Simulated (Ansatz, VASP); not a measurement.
B5Pt in VASP and in Ansatz

The input INCAR:

```
ALGO = Normal ; EDIFF = 1E-6
ENCUT = 520 ; GGA = PE
ISIF = 2 ; ISMEAR = 0
LASPH = T ; LCHARG = T
LELF = T ; LREAL = F
LVHAR = T ; LWAVE = F
NBANDS = 22 ; NELM = 60
PREC = Accurate ; SIGMA = 0.1
```

KPOINTS

```
k-points
0
Gamma
  6 6 6
```

File POSCAR:

```
B5Pt
1.0
    0.0000000000      2.9624892500      2.9624892500
    2.9624892500      0.0000000000      2.9624892500
    2.9624892500      2.9624892500      0.0000000000
B Pt
5 1
Direct
    0.3752183100      0.8743450600      0.3752183100
    0.3752183100      0.3752183100      0.3752183100
    0.7500000000      0.7500000000      0.7500000000
    0.8743450600      0.3752183100      0.3752183100
    0.3752183100      0.3752183100      0.8743450600
    0.0000000000      0.0000000000      0.0000000000
```

Input for Ansatz:

```yaml
crystal:
  lattice:
    - [0.0, 2.96248925, 2.96248925]
    - [2.96248925, 0.0, 2.96248925]
    - [2.96248925, 2.96248925, 0.0]
  atoms:
    - { symbol: B, position: [0.37521831, 0.87434506, 0.37521831] }
    - { symbol: B, position: [0.37521831, 0.37521831, 0.37521831] }
    - { symbol: B, position: [0.75, 0.75, 0.75] }
    - { symbol: B, position: [0.87434506, 0.37521831, 0.37521831] }
    - { symbol: B, position: [0.37521831, 0.37521831, 0.87434506] }
    - { symbol: Pt, position: [0.0, 0.0, 0.0] }
basis:
  ecutwfc: 420
kpoints:
  mp_grid: { grid: [6, 6, 6] }
hamiltonian:
  xc: pbe
scf:
  occupations: { method: gaussian, width: 0.1 }
  lower_state_search: "off"
output:
  forces: true
  stress: true
  eigenvalues: true
```

Change from the starting cell: species swapped into the CaAu5 type (F-43m, No. 216).

Alike in both runs: task single point; functional PBE; k mesh 6 × 6 × 6; occupations gaussian, width 0.1 eV; no spin polarisation.

|  | VASP | Ansatz |
| --- | --- | --- |
| version | VASP 6.6.1 | Ansatz 0.2.0 |
| potentials or method | VASP PAW PBE potentials, release 64 (B, Pt), cutoff 520 eV | scalar-relativistic, plane waves, PAW |
| valence electrons in the cell | 25 | 33 |

|  | VASP | Ansatz | Ansatz less VASP |
| --- | --- | --- | --- |
| gap on the k mesh at the Fermi level (eV) | none | none | - |
| pressure (GPa) | -10.2 | -10.0 | +0.17 |
| rms of the force components (eV/Å) | 0.477 | 0.477 | +0.0004 |

Atom by atom the forces differ by 0.000 eV/Å (rms over components). A gap of «none» marks a metal or a gap that the smearing closes. With one functional, cell and mesh, what is left measures potentials, basis and numerics. VASP's potentials hold 25 valence electrons a cell and Ansatz's 33, so a difference there can come from the potentials and not from the codes.

Neither program's run includes spin-orbit coupling.
